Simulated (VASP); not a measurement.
A run of VASP 6.6.1 is set up as follows.

INCAR

```
SYSTEM = Rb
PREC     = Accurate       ! precision mode
ENCUT    = 520            ! plane-wave cutoff, eV
EDIFF    = 1E-6           ! SCF threshold, eV
ISMEAR   = 0              ! smearing method
SIGMA    = 0.15           ! smearing width, eV
LREAL    = .FALSE.        ! projectors in reciprocal space
LASPH    = .TRUE.         ! aspherical terms in the spheres
NELM     = 100            ! most SCF steps
ALGO     = Fast           ! electronic algorithm
ISIF     = 2              ! what is computed and relaxed
LWAVE    = .FALSE.        ! write WAVECAR
LCHARG   = .FALSE.        ! write CHGCAR
GGA      = PS             ! functional
NBANDS   = 10             ! bands
```

KPOINTS

```
regular mesh
0
G
  12 12 12
  0 0 0
```

Contents of POSCAR:

```
Rb
1.0
   -2.8060000000      2.9638375000      2.9638375000
    2.8060000000     -2.6481625000      2.6481625000
    2.8060000000      2.6481625000     -2.6481625000
Rb
1
Direct
    0.0000000000      0.0000000000      0.0000000000
```

Potentials or basis: VASP PAW PBE potentials, release 64 (Rb_sv).

The run is started by

```bash
$ cat potpaw_PBE.64/Rb_sv/POTCAR > POTCAR
$ mpirun -np 1 vasp_std > vasp.out
```

Q: Predict the band gap on the k mesh.

A: Zero (an odd number of electrons rules out a gap without spin polarisation).

Q: Predict the pressure.

A: 0.0 GPa.

Stress tensor (GPa, compression positive):
```
-0.02  0.00  0.00
 0.00 -0.05 -0.22
 0.00 -0.22 -0.05
```

Caveat: the cell differs from its parent crystal (strain +0.1125 x Voigt [0, 0, 0, 1, 0, 0]); the PAW data sets were made with another functional, which shifts forces and pressure a little.
